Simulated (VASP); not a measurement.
Input of a VASP 6.6.1 run:

INCAR

```
ALGO = Normal
EDIFF = 1E-7
ENCUT = 520
GGA = PE
ISIF = 2
ISMEAR = -1
LASPH = True
LCHARG = False
LREAL = False
LWAVE = False
NBANDS = 61
NELM = 80
PREC = Accurate
SIGMA = 0.02
```

File KPOINTS:

```
k-points
0
Gamma
  4 4 6
```

Contents of POSCAR:

```
Ca3CdF8
1.0
    3.8394894788     -5.4268059868      0.0000000000
    3.8394894788      5.4268059868      0.0000000000
    0.0000000000      0.0000000000      3.8351425903
Cd F Ca
1 8 3
Direct
    0.0000000000      0.0000000000      0.0000000000
    0.3746346776      0.6253653224      0.5000000000
    0.1243384212      0.8756615788      0.5000000000
    0.8757082325      0.6261540446      0.0000000000
    0.6261540446      0.8757082325      0.0000000000
    0.3738459554      0.1242917675      0.0000000000
    0.1242917675      0.3738459554      0.0000000000
    0.8756615788      0.1243384212      0.5000000000
    0.6253653224      0.3746346776      0.5000000000
    0.5000000000      0.0000000000      0.5000000000
    0.0000000000      0.5000000000      0.5000000000
    0.5000000000      0.5000000000      0.0000000000
```

Potentials or basis: VASP PAW PBE potentials, release 64 (Cd, F, Ca_sv).

Command:

```console
$ cat potpaw_PBE.64/Cd/POTCAR potpaw_PBE.64/F/POTCAR potpaw_PBE.64/Ca_sv/POTCAR > POTCAR
$ mpirun -np 1 vasp_std > vasp.out
```

(1) What does it give for the largest force?

(2) What does it give for the band gap on the k mesh?

(3) What does it give for the pressure?

Results:

(1) 0.103 eV/Å.

(2) 5.30 eV (least direct gap 5.36 eV).

(3) 4.3 GPa.

Caveat: the cell stands under pressure.
